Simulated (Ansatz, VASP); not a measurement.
**One calculation of Re, two programs**

Contents of INCAR:

```
SYSTEM = Re
ALGO = Fast
EDIFF = 1E-6
EDIFFG = -0.005
ENCUT = 600
GGA = PS
IBRION = 2
ISIF = 3
ISMEAR = 0
LASPH = .TRUE.
LCHARG = .FALSE.
LREAL = .FALSE.
LWAVE = .FALSE.
NELM = 60
NSW = 100
PREC = Accurate
SIGMA = 0.1
```

KPOINTS

```
k-points
0
G
  20 20 20
  0 0 0
```

Contents of POSCAR:

```
Re
1.0
   -1.5418815675      1.5418815675      1.5418815675
    1.5418815675     -1.5418815675      1.5418815675
    1.5418815675      1.5418815675     -1.5418815675
Re
1
Direct
    0.0000000000      0.0000000000      0.0000000000
```

Input for Ansatz:

```yaml
crystal:
  lattice:
    - [-1.5418815675, 1.5418815675, 1.5418815675]
    - [1.5418815675, -1.5418815675, 1.5418815675]
    - [1.5418815675, 1.5418815675, -1.5418815675]
  atoms:
    - { symbol: Re, position: [0.0, 0.0, 0.0] }
basis:
  ecutwfc: 420
kpoints:
  mp_grid: { grid: [20, 20, 20] }
hamiltonian:
  xc: pbesol
scf:
  occupations: { method: gaussian, width: 0.1 }
output:
  forces: true
  stress: true
  eigenvalues: true
  write_density: true
  write_potential: true
  elf: true
  volumetric_format: npy
relax:
  adjacent_minimum: "off"
  f_tol: 0.005
  max_steps: 80
  cell: { stress_tol: 0.05 }
```

Alike in both runs: task relaxation of cell and atoms; functional PBEsol; k mesh 20 × 20 × 20; occupations gaussian, width 0.1 eV; no spin polarisation.

```csv
,VASP,Ansatz
version,VASP 6.6.1,Ansatz 0.2.0
potentials or method,"VASP PAW PBE potentials, release 64 (Re), cutoff 600 eV","scalar-relativistic, plane waves, PAW"
valence electrons in the cell,7,15
```

Ansatz gave:

* gap on the k mesh at the Fermi level, each at its own relaxed structure (eV): none
* relaxed volume (Å³/atom): 14.68
* relaxed cell length with the largest relative difference (Å): 2.672

Q: Estimate VASP's values.

A: gap on the k mesh at the Fermi level, each at its own relaxed structure (eV): none; relaxed volume (Å³/atom): 14.69; relaxed cell length with the largest relative difference (Å): 2.672.

VASP's potentials were made for PBE, not for PBEsol. A gap of «none» marks a metal or a gap that the smearing closes. VASP's potentials hold 7 valence electrons a cell and Ansatz's 15, so a difference there can come from the potentials and not from the codes.

Spin-orbit coupling is off throughout.
